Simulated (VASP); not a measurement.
# Tc12H (a cell with a defect) in VASP: single point with PBE

Aim: the single point of Tc12H (a cell with a defect) with PBE.

Everything below comes from runs of VASP 6.6.1. Logs are shortened: lines on timing, memory, paths and dates and some standing lists are left out, and cuts for length are marked.

## Step 1: The cell of the first run

The cell holds a defect, 13 atoms: a = 5.480 Å, b = 8.220 Å, c = 4.395 Å, α = 90.00°, β = 90.00°, γ = 120.00°.

## Step 2: Single point, PBE

File INCAR:

```
SYSTEM = Tc12H
ALGO = Normal
EDIFF = 1E-6
ENCUT = 520
GGA = PE
ISIF = 2
ISMEAR = 0
LASPH = .TRUE.
LCHARG = .FALSE.
LREAL = .FALSE.
LWAVE = .FALSE.
NBANDS = 90
NELM = 80
PREC = Accurate
SIGMA = 0.15
```

File KPOINTS:

```
k-points
0
G
  4 3 4
  0 0 0
```

File POSCAR:

```
Tc12H
1.0
    5.4800000000      0.0000000000      0.0000000000
   -4.1100000000      7.1187290000      0.0000000000
    0.0000000000      0.0000000000      4.3949600000
Tc H
12 1
Direct
   -0.0039701011     -0.0003289913     -0.0063563718
    0.1589914501      0.2280504006      0.5095878006
    0.0026770785      0.3360796569     -0.0035313177
    0.1737721067      0.5595491836      0.5000480095
   -0.0004674729      0.6662297441     -0.0054305386
    0.1542536502      0.8743070568      0.5080612793
    0.5029144488      0.0001601409     -0.0068387426
    0.6835913456      0.2292534243      0.5079923367
    0.5021375912      0.3365583941     -0.0044851375
    0.6611845012      0.5522511111      0.5001838470
    0.5006091030      0.6675393880     -0.0072635473
    0.6689144547      0.8919307084      0.5030532701
    0.3314745389      0.1075229862      0.4171407703
```

Potentials or basis: VASP PAW PBE potentials, release 64 (Tc_pv, H).

On the command line:

```console
$ cat potpaw_PBE.64/Tc_pv/POTCAR potpaw_PBE.64/H/POTCAR > POTCAR
$ mpirun -np 1 vasp_std > vasp.out
```

OUTCAR:

```text
SYSTEM = Tc12H
   EDIFF = 1E-6
   ENCUT = 520
   GGA = PE
   ISIF = 2
   ISMEAR = 0
   LASPH = .TRUE.
   LREAL = .FALSE.
   NELM = 80
   PREC = Accurate

 ion  position               nearest neighbor table
   1  0.996  1.000  0.994-  12 2.66   2 2.68   6 2.69   7 2.70  11 2.72  12 2.72   3 2.75   5 2.75
                             9 2.77   7 2.78   2 2.79   6 2.80
   2  0.159  0.228  0.510-  13 1.73   8 2.61   3 2.62   1 2.68   4 2.69   9 2.69  10 2.71   3 2.71
                            12 2.73   9 2.79   1 2.79   8 2.87   6 2.89
   3  0.003  0.336  0.996-   2 2.62   8 2.63   4 2.70   8 2.71   2 2.71   5 2.72   4 2.73  11 2.73
                             9 2.74   9 2.74   1 2.75   7 2.75
   4  0.174  0.560  0.500-   6 2.64  11 2.66   2 2.69   5 2.69   3 2.70   8 2.70  10 2.70  11 2.72
                            12 2.72   3 2.73   5 2.73  10 2.78
   5  1.000  0.666  0.995-   6 2.60   4 2.69   6 2.70  10 2.70   9 2.72   3 2.72   4 2.73  11 2.74
                            11 2.74  10 2.74   1 2.75   7 2.75
   6  0.154  0.874  0.508-  13 1.71   5 2.60   4 2.64  10 2.68   1 2.69   5 2.70   7 2.70  12 2.74
                            12 2.75   1 2.80   7 2.80   2 2.89   8 2.91
   7  0.503  0.000  0.993-  12 2.66   8 2.68   6 2.70   1 2.70  11 2.73  12 2.73   3 2.75   5 2.75
                             9 2.77   1 2.78   8 2.79   6 2.80
   8  0.684  0.229  0.508-  13 1.72   2 2.61   3 2.63   7 2.68   9 2.69   4 2.70   3 2.71  10 2.72
                            12 2.73   9 2.78   7 2.79   2 2.87   6 2.91
   9  0.502  0.337  0.996-  10 2.66   2 2.69   8 2.69  10 2.70   5 2.72  11 2.72   3 2.74   3 2.74
                             7 2.77   1 2.77   8 2.78   2 2.79
  10  0.661  0.552  0.500-   9 2.66   6 2.68  11 2.68   9 2.70   4 2.70   5 2.70   2 2.71   8 2.72
                            11 2.73   5 2.74  12 2.77   4 2.78
  11  0.501  0.668  0.993-   4 2.66  12 2.68  10 2.68   4 2.72   1 2.72   9 2.72   3 2.73   7 2.73
                            10 2.73   5 2.74   5 2.74  12 2.75
  12  0.669  0.892  0.503-   1 2.66   7 2.66  11 2.68   4 2.72   1 2.72   2 2.73   7 2.73   8 2.73
                             6 2.74   6 2.75  11 2.75  10 2.77
  13  0.331  0.108  0.417-   6 1.71   8 1.72   2 1.73

  LATTYP: Found a simple monoclinic cell.
 ALAT       =     5.4800000000
 B/A-ratio  =     0.8020000000
 C/A-ratio  =     1.3228756879
 COS(beta)  =    -0.1889822319

  Lattice vectors:

 A1 = (   5.4800000000,   0.0000000000,   0.0000000000)
 A2 = (   0.0000000000,   0.0000000000,   4.3949600000)
 A3 = (  -1.3700000000,  -7.1187290000,   0.0000000000)

Analysis of symmetry for initial positions (statically):
=====================================================================
 Subroutine PRICEL returns:
 Original cell was already a primitive cell.

 Routine SETGRP: Setting up the symmetry group for a
 simple monoclinic supercell.

 Subroutine GETGRP returns: Found  1 space group operations
 (whereof  1 operations were pure point group operations)
[... 154 lines left out ...]
   EFERMI_NEDOS =   21; number of points for ismear=-14 and -15
   IALGO  =     38    algorithm
   IMIX   =      4    mixing-type and parameters
     AMIX     =   0.40;   BMIX     =  1.00
     AMIX_MAG =   1.60;   BMIX_MAG =  1.00
  volume/ion in A,a.u.               =      13.19        89.00
  Fermi-wavevector in a.u.,A,eV,Ry     =   1.589750  3.004191 34.386057  2.527304
  Thomas-Fermi vector in A             =   2.688551
   LORBIT       =      0    0 simple, 1 ext, 2 COOP (PROOUT), +10 PAW based schemes
   GGA     = PE    functional components
   LHFCALC =     F    Hartree Fock is set to
   AEXX    =    0.0000 exact exchange contribution
   IVDW    =     0    specifies the selected vdW correction
   LEPSILON=     F    determine dielectric tensor
   LRPA    =     F    only Hartree local field effects (RPA)
 non-spin polarized calculation
 Gauss-broadening in eV      SIGMA  =   0.15
  energy-cutoff  :      520.00
  volume of cell :      171.45
 maximum number of plane-waves:      4640
 NGX is ok and might be reduce to    42
   NGX = 21   NGY = 31   NGZ = 17

 number of electron     157.0000003 magnetization

 Free energy of the ion-electron system (eV)
  ---------------------------------------------------
  ext. energy  EPLUGINS =         0.00000000
  ---------------------------------------------------
  free energy    TOTEN  =      -127.31001124 eV

  energy without entropy =     -127.18144748  energy(sigma->0) =     -127.24572936

 E-fermi :  12.7874     XC(G=0): -13.8523

 val. band max:       12.7855115285   @ k =   0.0000   0.3333   0.5000
 cond. band min:      12.7880348932   @ k =   0.2500   0.3333   0.5000
 fundamental gap:      0.0025233647
 Fermi energy:        12.7874433891

 k-point     1 :       0.0000    0.0000    0.0000
  band No.  band energies     occupation
      1     -26.6858      2.00000
      2     -26.5676      2.00000
      3     -26.4436      2.00000
      4     -26.4182      2.00000
      5     -26.3578      2.00000
      6     -26.3211      2.00000
[... 2221 lines left out ...]
     89      15.1345      0.00000
     90      15.2761      0.00000

 [... further k-points ...]
[... 5 lines left out ...]
  --------------------------------------------------------------------------------------
  -------------------------------------------------------------------------------------
  Total        9.9072027     10.6805670      3.7807400     -0.2755049     -0.2725850     -0.0101804
  in kB       92.5813876     99.8083664     35.3304730     -2.5745538     -2.5472681     -0.0951348
  external PRESSURE =      75.9067423 kB  Pullay stress =       0.0000000 kB

 VOLUME and BASIS-vectors are now :
 -----------------------------------------------------------------------------
  energy-cutoff  :      520.00
  volume of cell :      171.45
      direct lattice vectors                 reciprocal lattice vectors
     5.480000000  0.000000000  0.000000000     0.182481752  0.105355886  0.000000000
    -4.110000000  7.118729000  0.000000000     0.000000000  0.140474514  0.000000000
     0.000000000  0.000000000  4.394960000     0.000000000  0.000000000  0.227533356

 POSITION                                       TOTAL-FORCE (eV/Angst)
 -----------------------------------------------------------------------------------
      1.34960      7.11639      4.36702        -0.010327     -0.008038     -0.025530
     -0.06601      1.62343      2.23962         0.006605     -0.018213      0.208055
     -1.36662      2.39246      4.37944        -0.008192     -0.013224     -0.006171
     -1.34748      3.98328      2.19769        -0.012509     -0.009687      0.113665
      2.73923      4.74271      4.37109         0.001238      0.005147     -0.024886
     -2.74809      6.22396      2.23291         0.003228      0.037194      0.196834
      2.75531      0.00114      4.36490         0.017883     -0.008859     -0.028400
      2.80385      1.63199      2.23261         0.017240      0.000061      0.208233
      1.36846      2.39587      4.37525        -0.001494      0.011878     -0.007182
      1.35354      3.93133      2.19829         0.006121      0.023864      0.116873
     -0.00025      4.75203      4.36304        -0.001222     -0.005020     -0.037884
     -0.00018      6.34941      2.21090        -0.002025     -0.012461      0.148230
      1.37456      0.76543      1.83332        -0.016547     -0.002642     -0.861838
 -----------------------------------------------------------------------------------
    total drift:                               -0.000180     -0.000019     -0.000183

  FREE ENERGIE OF THE ION-ELECTRON SYSTEM (eV)
  ---------------------------------------------------
  free  energy   TOTEN  =      -127.3100112355 eV

  energy  without entropy=     -127.1814474813  energy(sigma->0) =     -127.24572936
```

Wall time 19 min (1 thread of Intel Xeon 8259CL, shared host); peak memory 0.45 GiB.

What came out:

- Free energy: -127.3100 eV
- Pressure: 7.6 GPa
- Largest force: 0.862 eV/Å
- Band gap on the k mesh: zero (an odd number of electrons rules out a gap without spin polarisation)

Forces in eV/Å, atoms in the order of the input:
```
Tc  -0.010 -0.008 -0.026
Tc   0.007 -0.018  0.208
Tc  -0.008 -0.013 -0.006
Tc  -0.013 -0.010  0.114
Tc   0.001  0.005 -0.025
Tc   0.003  0.037  0.197
Tc   0.018 -0.009 -0.028
Tc   0.017  0.000  0.208
Tc  -0.001  0.012 -0.007
Tc   0.006  0.024  0.117
Tc  -0.001 -0.005 -0.038
Tc  -0.002 -0.012  0.148
H   -0.017 -0.003 -0.862
```
